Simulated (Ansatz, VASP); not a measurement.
## Two plane-wave programs on Pb

The input INCAR:

```
  PREC = Accurate
  ENCUT = 520
  EDIFF = 1E-8
  ISMEAR = -1
  SIGMA = 0.05
  LREAL = F
  LASPH = T
  NELM = 60
  ALGO = Normal
  ISIF = 2
  LWAVE = F
  LCHARG = F
  GGA = PE
  LEFG = T
  NBANDS = 13
```

Contents of KPOINTS:

```
Automatic mesh
0
Gamma
  13 13 13
```

The input POSCAR:

```
Pb
1.0
    0.0000000000      2.5204769711      2.5204769711
    2.5204769711      0.0000000000      2.5204769711
    2.5204769711      2.5204769711      0.0000000000
Pb
1
Direct
    0.0000000000      0.0000000000      0.0000000000
```

Input for Ansatz:

```yaml
crystal:
  lattice:
    - [0.0, 2.5204769711, 2.5204769711]
    - [2.5204769711, 0.0, 2.5204769711]
    - [2.5204769711, 2.5204769711, 0.0]
  atoms:
    - { symbol: Pb, position: [0.0, 0.0, 0.0] }
kpoints:
  mp_grid: { grid: [13, 13, 13] }
  band_path:
    path:
      - [0.0, 0.0, 0.0]
      - [0.5, 0.0, 0.5]
      - [0.625, 0.25, 0.625]
      - [0.375, 0.375, 0.75]
      - [0.0, 0.0, 0.0]
      - [0.5, 0.5, 0.5]
      - [0.5, 0.25, 0.75]
      - [0.5, 0.0, 0.5]
    npoints: 14
scf:
  occupations: { method: fermi_dirac, width: 0.05 }
hamiltonian:
  xc: pbe
  pseudopotentials: { kind: paw }
output:
  forces: true
  stress: true
  eigenvalues: true
  efg: { contact_densities: true }
  populations: true
  bader: true
  dos: { projected: true, de: 0.2, e_range: [-14, 8] }
  write_density: true
  write_potential: true
  elf: true
  volumetric_format: npy
```

Alike in both runs: task electric field gradients; functional PBE; k mesh 13 × 13 × 13; occupations fermi-dirac, width 0.05 eV; no spin polarisation.

|  | VASP | Ansatz |
| --- | --- | --- |
| version | VASP 6.6.1 | Ansatz 0.2.0 |
| potentials or method | VASP PAW PBE potentials, release 64 (Pb_d) | PAW with Ansatz's default frozen-core files, scalar-relativistic |
| plane-wave cutoff (eV) | 520 | 420 |
| valence electrons in the cell | 14 | 14 |

VASP gave:

- pressure (GPa): -0.1

Problem. Estimate Ansatz's values.

Solution. Pressure (GPa): 0.0.

With one functional, cell and mesh, what is left measures potentials, basis and numerics.

Neither program's run includes spin-orbit coupling.
